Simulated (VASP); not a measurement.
A run of VASP 6.6.1 is set up as follows.

File INCAR:

```
SYSTEM = AlNi3
ALGO = Normal ; EDIFF = 1E-6
ENCUT = 520 ; GGA = CA
ISIF = 2 ; ISMEAR = -1
ISPIN = 2 ; LASPH = .True.
LCHARG = .False. ; LMAXMIX = 4
LORBIT = 11 ; LREAL = .False.
LWAVE = .False. ; MAGMOM = 1 1 1 0
NBANDS = 28 ; NELM = 150
PREC = Accurate ; SIGMA = 0.05
```

The input KPOINTS:

```
k-points
0
Gamma
  8 8 8
  0 0 0
```

Contents of POSCAR:

```
AlNi3
1.0
    0.0000000000      2.8387599407      2.8387599407
    2.8387599407      0.0000000000      2.8387599407
    2.8387599407      2.8387599407      0.0000000000
Ni Al
3 1
Direct
    0.7500000000      0.7500000000      0.7500000000
    0.0000000000      0.0000000000      0.0000000000
    0.2500000000      0.2500000000      0.2500000000
    0.5000000000      0.5000000000      0.5000000000
```

Potentials or basis: VASP PAW LDA potentials, release 64 (Ni, Al).

Launch:

```console
$ cat potpaw_LDA.64/Ni/POTCAR potpaw_LDA.64/Al/POTCAR > POTCAR
$ mpirun -np 1 vasp_std > vasp.out
```

(1) Predict the pressure.

(2) Predict the net moment.

## Answers

(1) -13.7 GPa.

(2) 0.00 μB per cell.
